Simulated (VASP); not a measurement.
## KZnI3: single point with PBE

The system is KZnI3.

```
CELL_PARAMETERS angstrom
5.49841 0.00000 0.00000
0.00000 5.49841 0.00000
0.00000 0.00000 7.12902
ATOMIC_POSITIONS crystal
K 0.00000 0.00000 0.92663
Zn 0.50000 0.50000 0.69624
I 0.50000 0.50000 0.06049
I 0.00000 0.50000 0.57927
I 0.50000 0.00000 0.57927
```

The cell was generated, and may not be a known phase.

```yaml
Program: VASP 6.6.1
Task: single point
Functional: PBE
Potentials_or_basis: VASP PAW PBE potentials, release 64 (K_sv, Zn, I)
Cutoff: 520 eV
k_mesh: 6 × 6 × 6
Occupations: gaussian, width 0.1 eV
Spin: no spin polarisation
Dipole_correction: no
Further_INCAR_settings: ALGO = Normal; EDIFF = 1e-07; NBANDS = 29
```

```json
{
  "Pressure": "0.0 GPa",
  "Largest force": "0.012 eV/Å",
  "Band gap on the k mesh": "zero (bands 21 and 22 overlap by 0.16 eV)"
}
```

Forces on the atoms (eV/Å):
```
K    0.000  0.000  0.006
Zn   0.000  0.000 -0.011
I    0.000  0.000  0.012
I    0.000  0.000 -0.003
I    0.000  0.000 -0.003
```

Levels at points of the mesh, in eV from the Fermi level:
```csv
k point,band 17,band 18,band 19,band 20,band 21,band 22,band 23,band 24,band 25,band 26
"(0.00, 0.00, 0.00)",-1.56,-1.26,-1.24,-0.73,-0.73,-0.19,2.90,4.64,4.79,4.79
"(0.50, 0.00, 0.00)",-1.76,-1.66,-1.61,-1.47,-1.20,2.67,4.43,4.72,5.10,5.29
"(0.50, 0.50, 0.00)",-2.12,-1.70,-1.70,-0.42,-0.03,3.75,4.45,4.68,4.68,5.22
"(0.00, 0.00, 0.50)",-1.67,-1.67,-1.28,-0.74,-0.74,0.38,3.84,4.91,5.26,5.38
"(0.50, 0.00, 0.50)",-1.76,-1.62,-1.62,-1.61,-1.15,2.73,4.49,4.69,5.14,5.19
"(0.50, 0.50, 0.50)",-2.11,-1.16,-1.16,-0.42,-0.03,2.74,3.64,4.21,4.21,5.31
```

Run time: 5.6 min on 1 thread of Intel(R) Xeon(R) Platinum 8259CL CPU @ 2.50GHz (Skylake/Cascade Lake), on a shared host, peak memory 0.46 GiB.

Caveat: semilocal functionals underestimate gaps, and a narrow one can read as zero; spin-orbit coupling is left out, which moves the levels of the heavy elements.
